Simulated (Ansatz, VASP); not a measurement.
# One calculation of WSe2, two programs

```
W Se
1.0
     0.00000    3.40996    5.60743
     3.39201    0.00000    5.60743
     3.39201    3.40996    0.00000
W Se
2 4
Direct
  0.87077 0.87077 0.12923
  0.12923 0.12923 0.87077
  0.75000 0.75000 0.75000
  0.25000 0.25000 0.25000
  0.72010 0.27990 0.27990
  0.27990 0.72010 0.72010
```

Alike in both runs: functional PBE; k mesh 8 × 8 × 8; occupations gaussian, width 0.1 eV; no spin polarisation.

Ansatz relaxed the structure, and its values are those at the end. VASP's run is a single point on that final structure, the one shown.

|  | VASP | Ansatz |
| --- | --- | --- |
| version | VASP 6.6.1 | Ansatz 0.2.0 |
| potentials or method | VASP PAW PBE potentials, release 64 (W_sv, Se), cutoff 520 eV | scalar-relativistic, plane waves, PAW |
| valence electrons in the cell | 52 | 92 |

```csv
,VASP,Ansatz,Ansatz less VASP
gap on the k mesh at the Fermi level (eV),none,none,-
pressure (GPa),0.2,0.0,-0.21
rms of the force components (eV/Å),0.023,0.004,-0.0188
```

A gap of «none» marks a metal or a gap that the smearing closes. VASP's potentials hold 52 valence electrons a cell and Ansatz's 92, so a difference there can come from the potentials and not from the codes.

Neither program's run includes spin-orbit coupling.
